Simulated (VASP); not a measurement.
# PtSe2 (Sudovikovite): single point with PBEsol

Crystal: PtSe2 (Sudovikovite).

```
Pt Se
1.0
     3.67367    0.00000    0.00000
    -1.83683    3.18149    0.00000
     0.00000    0.00000    4.99359
Pt Se
1 2
Direct
  0.00000 0.00000 0.00000
  0.66667 0.33333 0.75000
  0.33333 0.66667 0.25000
```

| Item | Value |
| --- | --- |
| Program | VASP 6.6.1 |
| Task | single point |
| Functional | PBEsol |
| Potentials or basis | VASP PAW PBE potentials, release 64 (Pt, Se) |
| Cutoff | 520 eV |
| k mesh | 8 × 8 × 5 |
| Occupations | fermi-dirac, width 0.05 eV |
| Spin | no spin polarisation |
| Dipole correction | no |
| Further INCAR settings | ALGO = Normal; EDIFF = 1e-07; NBANDS = 18 |

* Pressure: 8.4 GPa
* Largest force: 0.916 eV/Å
* Band gap on the k mesh: zero (band 11 reaches 7.40 eV, above the bottom of band 12 at 7.06 eV)

Forces on the atoms (eV/Å):
```
Pt   0.000  0.000  0.000
Se   0.000  0.000 -0.916
Se   0.000  0.000  0.916
```

Stress tensor (GPa, compression positive):
```
9.69 0.00 0.00
0.00 9.69 0.00
0.00 0.00 5.95
```

Levels at points of the mesh, in eV from the Fermi level:
```
           k point  band 7  band 8  band 9  band 10  band 11  band 12  band 13  band 14  band 15  band 16
(0.00, 0.00, 0.00)   -4.33   -2.76   -1.16    -1.16     0.38     1.48     1.48     3.35     4.35     7.15
(0.50, 0.00, 0.00)   -4.01   -3.80   -3.77    -3.67    -3.14     0.61     2.46     4.80     5.69     6.96
```

Run time: 38 s on 1 thread of Intel(R) Xeon(R) Platinum 8488C (Sapphire Rapids), on a shared host, peak memory 0.2 GiB.

Caveat: the PAW data sets were made with another functional, which shifts forces and pressure a little; spin-orbit coupling is left out, which moves the levels of the heavy elements.
